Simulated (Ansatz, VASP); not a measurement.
Fe2Pt: VASP beside Ansatz

```
Fe Pt
1.0
     2.61760    0.00000    0.00000
    -1.30880    2.26691    0.00000
     0.00000    0.00000    6.27685
Fe Pt
2 1
Direct
  0.33333 0.66667 0.64454
  0.66667 0.33333 0.35546
  0.00000 0.00000 0.00000
```

Alike in both runs: task single point; functional PBE; k mesh 14 × 14 × 5; collinear spin.

|  | VASP | Ansatz |
| --- | --- | --- |
| version | VASP 6.6.1 | Ansatz 0.2.0 |
| potentials or method | VASP PAW PBE potentials, release 64 (Fe, Pt), cutoff 520 eV | plane waves, PAW |
| occupations | fermi-dirac, width 0.1 eV | fermi-dirac |
| valence electrons in the cell | 26 | 50 |

Ansatz gave:

```
net moment per atom (μB)                                      : 1.82
size of the moment on the site where the two differ most (μB) : 0.25
```

Problem. Which values does VASP return?

Solution. net moment per atom (μB): 1.82; size of the moment on the site where the two differ most (μB): 0.22.

Site moments also hang on the region over which each program counts them. VASP's potentials hold 26 valence electrons a cell and Ansatz's 50, so a difference there can come from the potentials and not from the codes. Ansatz's warnings: given moment on shells.

Spin-orbit coupling is off throughout.
